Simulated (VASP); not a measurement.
Mg: electric field gradients with LDA

The system is Mg.

```xyz
2
Lattice="3.1877 0.0000 0.0000 -1.5939 2.7607 0.0000 0.0000 0.0000 5.1754" Properties=species:S:1:pos:R:3 pbc="T T T"
Mg    0.0000    1.8404    1.2938
Mg    1.5939    0.9202    3.8815
```

This cell differs from its parent crystal: volume scaled by 0.98.

```yaml
Program: VASP 6.6.1
Task: electric field gradients
Functional: LDA
Potentials_or_basis: VASP PAW LDA potentials, release 64 (Mg)
Cutoff: 520 eV
k_mesh: 12 × 12 × 7
Occupations: fermi-dirac, width 0.05 eV
Spin: no spin polarisation
Dipole_correction: no
Further_INCAR_settings: ALGO = Normal; EDIFF = 1e-08; NBANDS = 9
```

- Pressure: -2.2 GPa
- Band gap on the k mesh: zero (band 2 reaches 3.52 eV, above the bottom of band 3 at 1.24 eV)

Stress tensor (GPa, compression positive):
```
-1.92  0.00  0.00
 0.00 -1.92  0.00
 0.00  0.00 -2.82
```

Levels at points of the mesh, in eV from the Fermi level:
| k point | band 1 | band 2 | band 3 | band 4 | band 5 | band 6 |
| --- | --- | --- | --- | --- | --- | --- |
| (0.00, 0.00, 0.00) | -6.90 | -1.61 | -1.22 | 11.00 | 11.00 | 11.05 |
| (0.50, 0.00, 0.00) | -2.10 | -2.08 | 2.72 | 3.12 | 3.31 | 3.73 |

Electric field gradients, principal values (V/Å²):
| atom | least | middle | greatest (by size) |
| --- | --- | --- | --- |
| 1 Mg | -0.631 | -0.631 | 1.262 |
| 2 Mg | -0.631 | -0.631 | 1.262 |

Wall time 8.4 s on 1 thread of Intel(R) Xeon(R) Platinum 8488C (Sapphire Rapids), on a shared host, peak memory 0.15 GiB.

Caveat: without QUAD_EFG the Cq values of the log hold for a quadrupole moment of 1 mb, not for the nuclei.
